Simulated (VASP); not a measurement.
## In: relaxation of cell and atoms with revPBE+D4

The system is In.

```xyz
2
Lattice="3.3355 0.0000 0.0000 -1.6677 2.8886 0.0000 0.0000 0.0000 5.5091" Properties=species:S:1:pos:R:3 pbc="T T T"
In    1.6677    0.9629    4.1319
In    0.0000    1.9257    1.3773
```

This isn't the form of In at room conditions, which is tetragonal.

| Item | Value |
| --- | --- |
| Program | VASP 6.6.1 |
| Task | relaxation of cell and atoms |
| Functional | revPBE |
| Dispersion | D4 |
| Potentials or basis | VASP PAW PBE potentials, release 64 (In_d) |
| Cutoff | 500 eV |
| k mesh | 9 × 9 × 5 |
| Occupations | fermi-dirac, width 0.05 eV |
| Spin | no spin polarisation |
| Dipole correction | no |
| Further INCAR settings | ALGO = Normal; EDIFF = 1e-07; IBRION = 2; EDIFFG = -0.01; NSW = 60; ISIF = 3 |

The relaxed volume is 26.29 Å³/atom and the relaxed cell is a = 3.337 Å, b = 3.337 Å, c = 5.450 Å, α = 90.00°, β = 90.00°, γ = 120.00°. The space group after relaxing (to 0.1 Å) is P6_3/mmc (No. 194). The energy gained by relaxing is 0.6 meV/atom. The ionic steps are 7 and the pressure after relaxing is 0.0 GPa. The band gap on the k mesh is zero (bands 13 and 14 overlap by 4.17 eV) and the dispersion energy per atom is -0.505 eV.

The path:
```tsv
step	energy change (eV)	largest force (eV/Å)	pressure (GPa)	volume (Å³)
1	0.0000	0.0000	-0.32	53.08
2	-0.0008	0.0000	-0.04	52.68
3	-0.0009	0.0000	0.13	52.42
4	-0.0012	0.0000	0.11	52.43
5	-0.0012	0.0000	0.09	52.44
6	-0.0012	0.0000	0.09	52.44
7	-0.0012	0.0000	-0.01	52.57
```

Final structure:
```xyz
2
Lattice="3.3374 0.0000 0.0000 -1.6687 2.8903 0.0000 0.0000 0.0000 5.4499" Properties=species:S:1:pos:R:3 pbc="T T T"
In    1.6687    0.9634    4.0874
In    0.0000    1.9269    1.3625
```

Levels at points of the mesh, in eV from the Fermi level:
| k point | band 9 | band 10 | band 11 | band 12 | band 13 | band 14 | band 15 | band 16 | band 17 |
| --- | --- | --- | --- | --- | --- | --- | --- | --- | --- |
| (0.00, 0.00, 0.00) | -14.42 | -14.42 | -9.56 | -4.35 | -3.42 | 8.28 | 8.28 | 10.12 | 10.12 |

It took 42 s on 1 thread of AMD EPYC 9R45 (Zen 5), with other jobs on the host, peak memory 0.14 GiB.

Caveat: the PAW data sets were made with another functional, which shifts forces and pressure a little; spin-orbit coupling is left out, which moves the levels of the heavy elements.
